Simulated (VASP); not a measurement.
Set up this calculation in VASP 6.6.1, as the native input.

| Property | Result |
| --- | --- |
| Task | single point |
| Functional | PBE |
| Potentials or basis | VASP PAW PBE potentials, release 64 (B, As) |
| Cutoff | 520 eV |
| k mesh | 4 × 4 × 4 |
| Occupations | gaussian, width 0.1 eV |
| Spin | no spin polarisation |
| Dipole correction | no |
| Further INCAR settings | ALGO = Normal; EDIFF = 1e-06; NBANDS = 14 |

The structure of BAs2 lies in POSCAR:

```
BAs2
1.0
    3.7433349200      0.0000000000      0.0000000000
    0.0000000000      3.8550840900      0.0000000000
    0.0000000000      0.0000000000      4.7219613500
B As
1 2
Direct
    0.5000000000      0.5000000000      0.5000000000
    0.0000000000      0.0000000000      0.5000000000
    0.5000000000      0.0000000000      0.0000000000
```

The cell was built from a structure type or drawn by symmetry, and may not be a known phase.

The input as run:

INCAR

```
SYSTEM = BAs2
PREC = Accurate
ENCUT = 520
EDIFF = 1E-6
ISMEAR = 0
SIGMA = 0.1
LREAL = .False.
LASPH = .True.
NELM = 80
ALGO = Normal
ISIF = 2
LWAVE = .False.
LCHARG = .True.
GGA = PE
LELF = .True.
LVHAR = .True.
NBANDS = 14
```

KPOINTS

```
regular mesh
0
Gamma
  4 4 4
  0 0 0
```

Potentials or basis: VASP PAW PBE potentials, release 64 (B, As).

Run with:

```bash
$ cat potpaw_PBE.64/B/POTCAR potpaw_PBE.64/As/POTCAR > POTCAR
$ mpirun -np 1 vasp_std > vasp.out
```

It gave:

* Pressure: -14.0 GPa
* Band gap on the k mesh: zero (an odd number of electrons rules out a gap without spin polarisation)

Caveat: the k points lie up to 0.42 Å⁻¹ apart, too coarse for converged energies and pressures of a metal.

It took 21 s on 1 thread of Intel(R) Xeon(R) Platinum 8259CL CPU @ 2.50GHz (Skylake/Cascade Lake), with other jobs on the host, peak memory 0.18 GiB.
